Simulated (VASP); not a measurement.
The system is Al.

```
CELL_PARAMETERS angstrom
0.00000 2.02481 2.02481
2.02481 0.00000 2.02481
2.02481 2.02481 0.00000
ATOMIC_POSITIONS crystal
Al 0.00000 0.00000 0.00000
```

```yaml
Program: VASP 6.6.1
Task: relaxation of cell and atoms
Functional: LDA
Potentials_or_basis: VASP PAW LDA potentials, release 64 (Al)
Cutoff: 600 eV
k_mesh: 14 × 14 × 14
Occupations: methfessel-paxton, width 0.05 eV
Spin: no spin polarisation
```

At the start: pressure -4.0 GPa; volume 16.60 Å³/atom.

**Question.** Where does the relaxation end?

**Answer.** Over 3 steps the energy falls by 10.7 meV/atom and the volume is 15.77 Å³/atom (-5.0 %); space group Fm-3m (No. 225, to 0.05 Å).

Step by step:
| step | energy change (eV) | largest force (eV/Å) | pressure (GPa) | volume (Å³) |
| --- | --- | --- | --- | --- |
| 1 | 0.0000 | 0.0000 | -3.98 | 16.60 |
| 2 | -0.0104 | 0.0000 | 0.78 | 15.63 |
| 3 | -0.0107 | 0.0000 | 0.02 | 15.77 |

Final structure:
```yaml
crystal:
  lattice:
    - [0.00000, 1.99043, 1.99043]
    - [1.99043, 0.00000, 1.99043]
    - [1.99043, 1.99043, 0.00000]
  atoms:
    - { symbol: Al, position: [0.00000, 0.00000, 0.00000] }
```
